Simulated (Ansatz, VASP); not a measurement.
This is a calculation of CdSe for Ansatz 0.2.0.

File input:

```
crystal:
  lattice:
    - [0.0, 2.873958, 2.873958]
    - [2.873958, 0.0, 2.873958]
    - [2.873958, 2.873958, 0.0]
  atoms:
    - { symbol: Cd, position: [0.0, 0.0, 0.0] }
    - { symbol: Se, position: [0.5, 0.5, 0.5] }
hamiltonian:
  xc: hf
  pseudopotentials: { kind: paw }
kpoints:
  mp_grid: { grid: [4, 4, 4] }
scf:
  occupations: { method: fermi_dirac, width: 0.05 }
output:
  forces: true
  stress: true
  eigenvalues: true
relax:
  f_tol: 0.01
  max_steps: 40
  cell: { stress_tol: 0.05 }
```

Task: Translate it to VASP 6.6.1. Potentials there: VASP PAW PBE potentials, release 64 (Cd, Se).

Result: As run (the cutoff follows the program's own potentials):

File POSCAR:

```
CdSe
1.0
    0.0000000000      2.8739580000      2.8739580000
    2.8739580000      0.0000000000      2.8739580000
    2.8739580000      2.8739580000      0.0000000000
Cd Se
1 1
Direct
    0.0000000000      0.0000000000      0.0000000000
    0.5000000000      0.5000000000      0.5000000000
```

File INCAR.step1:

```
ALGO     = Normal         # electronic algorithm
EDIFF    = 1E-5           # SCF threshold, eV
ENCUT    = 600            # plane-wave cutoff, eV
GGA      = PE             # functional
ISMEAR   = -1             # smearing method
LASPH    = True           # aspherical terms in the spheres
LCHARG   = False          # write CHGCAR
LREAL    = False          # projectors in reciprocal space
LWAVE    = True           # write WAVECAR
NBANDS   = 16             # bands
NELM     = 80             # most SCF steps
PREC     = Accurate       # precision mode
SIGMA    = 0.05           # smearing width, eV
```

INCAR.step2

```
AEXX     = 1.0            # exact-exchange fraction
AGGAC    = 0.0          
ALDAC    = 0.0          
ALGO     = Normal         # electronic algorithm
EDIFF    = 1E-6           # SCF threshold, eV
EDIFFG   = -0.01          # ionic threshold
ENCUT    = 600            # plane-wave cutoff, eV
GGA      = PE             # functional
IBRION   = 2              # ionic algorithm
ISIF     = 3              # what is computed and relaxed
ISMEAR   = -1             # smearing method
ISTART   = 1            
LASPH    = True           # aspherical terms in the spheres
LCHARG   = False          # write CHGCAR
LHFCALC  = True           # exact exchange
LREAL    = False          # projectors in reciprocal space
LWAVE    = False          # write WAVECAR
NELM     = 80             # most SCF steps
NSW      = 60             # ionic steps
PREC     = Accurate       # precision mode
PRECFOCK = Normal       
SIGMA    = 0.05           # smearing width, eV
```

File KPOINTS:

```
k-points
0
Gamma
  4 4 4
```

Potentials or basis: VASP PAW PBE potentials, release 64 (Cd, Se).

Command:

```console
$ cat potpaw_PBE.64/Cd/POTCAR potpaw_PBE.64/Se/POTCAR > POTCAR
$ cp INCAR.step1 INCAR
$ mpirun -np 1 vasp_std > vasp.out
$ cp INCAR.step2 INCAR
$ mpirun -np 1 vasp_std > vasp.out
```

Both were run:

|  | VASP | Ansatz | Ansatz less VASP |
| --- | --- | --- | --- |
| gap on the k mesh at the Fermi level, each at its own relaxed structure (eV) | 6.58 | 6.44 | -0.144 |
| relaxed volume (Å³/atom) | 24.87 | 25.17 | +0.307 |
| relaxed cell length with the largest relative difference (Å) | 4.128 | 4.145 | +0.0169 |

VASP's potentials were made for PBE, not for HF. VASP's potentials hold 18 valence electrons a cell and Ansatz's 36, so a difference there can come from the potentials and not from the codes.

The k mesh is coarse, so the values compare programs but aren't converged. Noted on Ansatz's run: the plane-wave basis is chosen anew once the cell has moved, so the energies of steps on either side of that aren't comparable.
